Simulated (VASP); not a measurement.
**N: relaxation of cell and atoms with PBE**

N:

```
N
1.0
     5.65899    0.00000    0.00000
     0.00000    5.65899    0.00000
     0.00000    0.00000    5.65899
N
8
Cartesian
  0.3180 0.3180 0.3180
  2.5115 5.3410 3.1475
  3.1475 2.5115 5.3410
  5.3410 3.1475 2.5115
  5.3410 5.3410 5.3410
  3.1475 0.3180 2.5115
  2.5115 3.1475 0.3180
  0.3180 2.5115 3.1475
```

```
Program                : VASP 6.6.1
Task                   : relaxation of cell and atoms
Functional             : PBE
Potentials or basis    : VASP PAW PBE potentials, release 64 (N)
Cutoff                 : 600 eV
k mesh                 : 4 × 4 × 4
Occupations            : gaussian, width 0.02 eV
Spin                   : no spin polarisation
Dipole correction      : no
Further INCAR settings : ALGO = Normal; EDIFF = 1e-07; IBRION = 2; EDIFFG = -0.02; NSW = 70; ISIF = 3
```

```
Relaxed volume                         : 26.25 Å³/atom
Relaxed cell                           : a = 5.944 Å, b = 5.944 Å, c = 5.944 Å, α = 90.00°, β = 90.00°, γ = 90.00°
Space group after relaxing (to 0.05 Å) : Pa-3 (No. 205)
Energy gained by relaxing              : 7.4 meV/atom
Ionic steps                            : 14
Pressure after relaxing                : 0.0 GPa
Largest force after relaxing           : 0.007 eV/Å
Band gap on the k mesh                 : 7.43 eV, indirect (least direct gap 7.44 eV)
```

Forces on the atoms (eV/Å):
```
N    0.004  0.004  0.004
N   -0.004 -0.004  0.004
N    0.004 -0.004 -0.004
N   -0.004  0.004 -0.004
N   -0.004 -0.004 -0.004
N    0.004  0.004 -0.004
N   -0.004  0.004  0.004
N    0.004 -0.004  0.004
```

Step by step:
```tsv
step	energy change (eV)	largest force (eV/Å)	pressure (GPa)	volume (Å³)
1	0.0000	1.6614	2.47	181.22
2	5.7389	13.5628	-19.14	190.55
3	-0.0326	0.4894	-0.31	181.81
4	-0.0354	0.1257	0.17	181.68
5	-0.0355	0.0310	0.29	181.65
6	-0.0355	0.0064	0.32	181.64
7	-0.0373	0.0104	0.30	182.54
8	-0.0422	0.0192	0.24	185.27
9	-0.0500	0.0207	0.16	190.81
10	-0.0584	0.0389	0.10	202.21
11	-0.0499	0.4176	0.30	226.36
12	-0.0587	0.2685	0.30	208.99
13	-0.0594	0.1121	0.12	209.58
14	-0.0596	0.0071	0.00	209.97
```

Final structure:
```yaml
crystal:
  lattice:
    - [5.94368, 0.00000, 0.00000]
    - [0.00000, 5.94368, 0.00000]
    - [0.00000, 0.00000, 5.94368]
  atoms:
    - { symbol: N, position: [0.05404, 0.05404, 0.05404] }
    - { symbol: N, position: [0.44596, 0.94596, 0.55404] }
    - { symbol: N, position: [0.55404, 0.44596, 0.94596] }
    - { symbol: N, position: [0.94596, 0.55404, 0.44596] }
    - { symbol: N, position: [0.94596, 0.94596, 0.94596] }
    - { symbol: N, position: [0.55404, 0.05404, 0.44596] }
    - { symbol: N, position: [0.44596, 0.55404, 0.05404] }
    - { symbol: N, position: [0.05404, 0.44596, 0.55404] }
```

Levels at points of the mesh, in eV from the valence-band top:
```
           k point  band 16  band 17  band 18  band 19  band 20  band 21  band 22  band 23  band 24  band 25
(0.00, 0.00, 0.00)    -1.33    -0.64    -0.01    -0.01    -0.01     7.43     7.43     7.43     8.08     8.08
(0.50, 0.00, 0.00)    -1.39    -0.25    -0.25     0.00     0.00     7.61     7.61     7.89     7.89     7.98
(0.50, 0.50, 0.00)    -1.38    -0.12    -0.12    -0.12    -0.12     7.89     7.89     7.89     7.89     8.00
(0.50, 0.50, 0.50)    -1.32    -0.16    -0.16    -0.16    -0.16     7.89     7.89     7.89     7.89     8.04
```

Wall time 9.2 min on 1 thread of AMD EPYC 7R13 Processor (Zen 3) (shared host), peak memory 0.3 GiB.

Caveat: the standard files for N, O and F lose accuracy on very short bonds; the volume moved by over 15 % at a fixed basis, so the end points are rough. Expect the measured gap to be larger: semilocal functionals such as PBE lack the derivative discontinuity.
